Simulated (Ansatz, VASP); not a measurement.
**ZrS2: VASP beside Ansatz**

```
Zr S
1.0
     3.67440    0.00000    0.00000
    -1.83720    3.18212    0.00000
     0.00000    0.00000    5.85686
Zr S
1 2
Direct
  0.00000 0.00000 0.00000
  0.33333 0.66667 0.24623
  0.66667 0.33333 0.75377
```

Alike in both runs: task single point; functional PBE; k mesh 5 × 5 × 5; no spin polarisation.

```csv
,VASP,Ansatz
version,VASP 6.6.1,Ansatz 0.2.0
potentials or method,"VASP PAW PBE potentials, release 64 (Zr_sv, S)",plane waves
plane-wave cutoff (eV),500,420
occupations,"gaussian, width 0.01 eV",fixed
valence electrons in the cell,24,24
```

|  | VASP | Ansatz | Ansatz less VASP |
| --- | --- | --- | --- |
| gap on the k mesh at the Fermi level (eV) | 0.95 | 0.95 | -0.003 |
| pressure (GPa) | 1.4 | 1.5 | +0.03 |
| traceless stress, the component that is largest in VASP (GPa) | 0.46 | 0.43 | -0.030 |
| rms of the force components (eV/Å) | 0.015 | 0.011 | -0.0035 |

Atom by atom the forces differ by 0.004 eV/Å (rms over components).
